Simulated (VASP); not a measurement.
**Ga2AsP: single point with PBE**

Ga2AsP, a sheet with vacuum:

```xyz
4
Lattice="3.7470 0.0000 0.0000 0.0000 3.8687 0.0000 0.0000 0.0000 17.0000" Properties=species:S:1:pos:R:3 pbc="T T T"
Ga    0.0000    1.9343    8.5841
Ga    1.8735    0.0000    8.5599
P     0.0000    0.0000    9.7036
As    1.8735    1.9343    7.2964
```

```
Program             : VASP 6.6.1
Task                : single point
Functional          : PBE
Potentials or basis : VASP PAW PBE potentials, release 64 (Ga_d, P, As)
Cutoff              : 520 eV
k mesh              : 4 × 4 × 1
Occupations         : gaussian, width 0.1 eV
Spin                : no spin polarisation
```

```yaml
Largest_force: 5.536 eV/Å
Band_gap_on_the_k_mesh: 0.17 eV
```

Forces on the atoms (eV/Å):
```
Ga   0.000  0.000  0.893
Ga   0.000  0.000 -0.348
P    0.000  0.000  4.991
As   0.000  0.000 -5.536
```

Levels at points of the mesh, in eV from the valence-band top:
```csv
k point,band 15,band 16,band 17,band 18,band 19,band 20,band 21,band 22
"(0.00, 0.00, 0.00)",-3.43,-1.40,-0.69,0.00,0.17,2.20,3.43,3.98
"(0.50, 0.00, 0.00)",-2.37,-1.76,-0.96,-0.92,1.31,1.65,5.26,5.55
"(0.00, 0.50, 0.00)",-2.17,-1.52,-0.88,-0.87,1.69,2.07,5.57,5.71
"(0.50, 0.50, 0.00)",-3.19,-3.18,-2.72,-2.52,3.76,4.03,4.82,4.83
```

Run time: 2.7 min on 1 thread of AMD EPYC 7R13, on a shared host, peak memory 0.3 GiB.

Caveat: semilocal functionals underestimate gaps, and a narrow one can read as zero.
